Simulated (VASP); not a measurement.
Write the native input for VASP 6.6.1 that does the following.

```
Task                               : single point
Functional                         : HF
Potentials or basis                : VASP PAW PBE potentials, release 64 (Li_sv, H)
Cutoff                             : 520 eV
k mesh                             : 7 × 7 × 7
Occupations                        : fermi-dirac, width 0.01 eV
Spin                               : no spin polarisation
Dipole correction                  : no
Grid for exact exchange (PRECFOCK) : Normal
Further INCAR settings             : ALGO = Normal; EDIFF = 1e-07; NBANDS = 9
Share of exact exchange            : 1
```

Crystal: LiH.

```
Li H
1.0
     0.00000    2.06355    2.06355
     2.06355    0.00000    2.06355
     2.06355    2.06355    0.00000
Li H
1 1
Cartesian
  0.0000 0.0000 0.0000
  2.0636 2.0636 2.0636
```

These files were run (other wordings do the same):

POSCAR

```
LiH
1.0
    0.0000000000      2.0635524157      2.0635524157
    2.0635524157      0.0000000000      2.0635524157
    2.0635524157      2.0635524157      0.0000000000
Li H
1 1
Direct
    0.0000000000      0.0000000000      0.0000000000
    0.5000000000      0.5000000000      0.5000000000
```

INCAR.step1

```
PREC = Accurate
ENCUT = 520
EDIFF = 1E-5
ISMEAR = -1
SIGMA = 0.01
LREAL = False
LASPH = True
NELM = 100
ALGO = Normal
ISIF = 2
LWAVE = True
LCHARG = False
NBANDS = 9
GGA = PE
```

INCAR.step2

```
PREC = Accurate
ENCUT = 520
EDIFF = 1E-7
ISMEAR = -1
SIGMA = 0.01
LREAL = False
LASPH = True
NELM = 100
ALGO = Normal
ISIF = 2
LWAVE = False
LCHARG = False
GGA = PE
LHFCALC = True
AEXX = 1.0
ALDAC = 0.0
AGGAC = 0.0
PRECFOCK = Normal
NBANDS = 9
ISTART = 1
```

KPOINTS

```
regular mesh
0
Gamma
  7 7 7
```

Potentials or basis: VASP PAW PBE potentials, release 64 (Li_sv, H).

Launch:

```bash
$ cat potpaw_PBE.64/Li_sv/POTCAR potpaw_PBE.64/H/POTCAR > POTCAR
$ cp INCAR.step1 INCAR
$ mpirun -np 1 vasp_std > vasp.out
$ cp INCAR.step2 INCAR
$ mpirun -np 1 vasp_std > vasp.out
```

It gave:

- Band gap on the k mesh: 11.47 eV

Caveat: an odd mesh through Γ misses points on the zone boundary, where band edges can lie.

Wall time 8.9 min on 1 thread of AMD EPYC 7R13, on a shared host, peak memory 0.14 GiB.
